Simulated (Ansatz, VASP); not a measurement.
This is a calculation of AlSn for VASP 6.6.1.

The input INCAR:

```
SYSTEM = AlSn
PREC = Accurate
ENCUT = 520
EDIFF = 1E-6
ISMEAR = -1
SIGMA = 0.05
LREAL = .False.
LASPH = .True.
NELM = 60
ALGO = Normal
ISIF = 2
LWAVE = .False.
LCHARG = .False.
GGA = PS
NBANDS = 16
```

KPOINTS

```
regular mesh
0
Gamma
  7 7 8
  0 0 0
```

The input POSCAR:

```
AlSn
1.0
    4.1413675035      0.0000000000      0.0000000000
   -2.0706837517      3.5865294644      0.0000000000
    0.0000000000      0.0000000000      3.2621543997
Sn Al
1 1
Direct
    0.3333333333      0.6666666667      0.5000000000
    0.0000000000      0.0000000000      0.0000000000
```

Potentials or basis: VASP PAW PBE potentials, release 64 (Sn_d, Al).

The run is started by

```console
$ cat potpaw_PBE.64/Sn_d/POTCAR potpaw_PBE.64/Al/POTCAR > POTCAR
$ mpirun -np 1 vasp_std > vasp.out
```

Problem. Translate it to Ansatz 0.2.0. Potentials there: all-electron LAPW, scalar-relativistic.

Solution. As run (the cutoff follows the program's own potentials):

The input input.yaml:

```yaml
crystal:
  lattice:
    - [4.1413675035, 0.0, 0.0]
    - [-2.0706837517, 3.5865294644, 0.0]
    - [0.0, 0.0, 3.2621543997]
  atoms:
    - { symbol: Sn, position: [0.3333333333, 0.6666666667, 0.5] }
    - { symbol: Al, position: [0.0, 0.0, 0.0] }
kpoints:
  mp_grid: { grid: [7, 7, 8] }
scf:
  occupations: { method: fermi_dirac, width: 0.05 }
hamiltonian:
  xc: pbesol
  pseudopotentials: { kind: all_electron, lapw: { basis_error: 0.0005 } }
output:
  forces: true
  stress: true
  eigenvalues: true
```

Potentials or basis: all-electron LAPW, scalar-relativistic.

Run with:

```console
$ ansatz run input.yaml --threads 1 --pin off --max-ram 3072MiB --backend cpu --events-out ev --progress --plain --runs-dir out
```

Both were run:

|  | VASP | Ansatz | Ansatz less VASP |
| --- | --- | --- | --- |
| gap on the k mesh at the Fermi level (eV) | none | none | - |
| pressure (GPa) | 0.3 | 0.4 | +0.06 |
| traceless stress, the component that is largest in VASP (GPa) | 0.55 | 0.54 | -0.004 |

VASP's potentials were made for PBE, not for PBEsol. A gap of «none» marks a metal or a gap that the smearing closes. Ansatz ran all-electron here, and VASP with PAW potentials.
